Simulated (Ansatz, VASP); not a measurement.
**C: VASP beside Ansatz**

INCAR

```
SYSTEM = C
PREC = Accurate ; ENCUT = 520
EDIFF = 1E-6 ; ISMEAR = 0
SIGMA = 0.05 ; LREAL = .FALSE.
LASPH = .TRUE. ; NELM = 60
ALGO = Normal ; ISIF = 2
LWAVE = .FALSE. ; LCHARG = .FALSE.
GGA = PE ; IVDW = 12
NBANDS = 11
```

Contents of KPOINTS:

```
regular mesh
0
G
  15 15 15
  0 0 0
```

The input POSCAR:

```
C
1.0
    1.2324809262      0.7115731945      3.3609366220
   -1.2324809262      0.7115731945      3.3609366220
    0.0000000000     -1.4231463891      3.3609366220
C
2
Direct
    0.1560555919      0.1560555919      0.1876756700
    0.8439444081      0.8439444081      0.8123243300
```

Input for Ansatz:

```yaml
crystal:
  lattice:
    - [1.2324809262, 0.7115731945, 3.360936622]
    - [-1.2324809262, 0.7115731945, 3.360936622]
    - [0.0, -1.4231463891, 3.360936622]
  atoms:
    - { symbol: C, position: [0.1560555919, 0.1560555919, 0.18767567] }
    - { symbol: C, position: [0.8439444081, 0.8439444081, 0.81232433] }
basis:
  ecutwfc: 520.0
kpoints:
  mp_grid: { grid: [15, 15, 15] }
hamiltonian:
  xc: pbe
  pseudopotentials: { kind: paw, azcp: { folder: soft_1 } }
  dispersion: d3bj
scf:
  occupations: { method: gaussian, width: 0.05 }
output:
  forces: true
  stress: true
  eigenvalues: true
```

Change from the starting cell: mode 4 frozen in at +0.000 Å and mode 6 at -0.045 Å (largest displacements).

Alike in both runs: task single point; functional PBE; dispersion D3(BJ); k mesh 15 × 15 × 15; occupations gaussian, width 0.05 eV; no spin polarisation.

|  | VASP | Ansatz |
| --- | --- | --- |
| version | VASP 6.6.1 | Ansatz 0.2.0 |
| potentials or method | VASP PAW PBE potentials, release 64 (C), cutoff 520 eV | scalar-relativistic, plane waves, PAW |
| valence electrons in the cell | 8 | 8 |

Ansatz gave:

| Item | Value |
| --- | --- |
| gap on the k mesh at the Fermi level (eV) | 0.46 |
| least direct gap on the mesh (eV) | 0.48 |
| pressure (GPa) | 4.1 |
| traceless stress, the component that is largest in VASP (GPa) | 12.52 |
| rms of the force components (eV/Å) | 3.096 |

Task: What did VASP give for the same quantities?

Result: gap on the k mesh at the Fermi level (eV): 0.46; least direct gap on the mesh (eV): 0.48; pressure (GPa): 4.5; traceless stress, the component that is largest in VASP (GPa): 12.90; rms of the force components (eV/Å): 3.101.

Atom by atom the forces differ by 0.005 eV/Å (rms over components).
